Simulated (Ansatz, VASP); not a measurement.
One calculation of Ta, two programs

```
Ta
1.0
    -1.65128    1.65128    1.65128
     1.65128   -1.65128    1.65128
     1.65128    1.65128   -1.65128
Ta
1
Direct
  0.00000 0.00000 0.00000
```

Alike in both runs: task single point; functional PBE; k mesh 11 × 11 × 11; occupations gaussian, width 0.027 eV; no spin polarisation.

|  | VASP | Ansatz |
| --- | --- | --- |
| version | VASP 6.6.1 | Ansatz 0.2.0 |
| potentials or method | VASP PAW PBE potentials, release 64 (Ta_pv), cutoff 520 eV | all-electron LAPW, scalar-relativistic |

Ansatz gave:

* gap on the k mesh at the Fermi level (eV): none
* pressure (GPa): 2.1

Problem. What did VASP give for the same quantities?

Solution. gap on the k mesh at the Fermi level (eV): none; pressure (GPa): 2.2.

A gap of «none» marks a metal or a gap that the smearing closes. Ansatz ran all-electron here, and VASP with PAW potentials.

Spin-orbit coupling is off throughout.
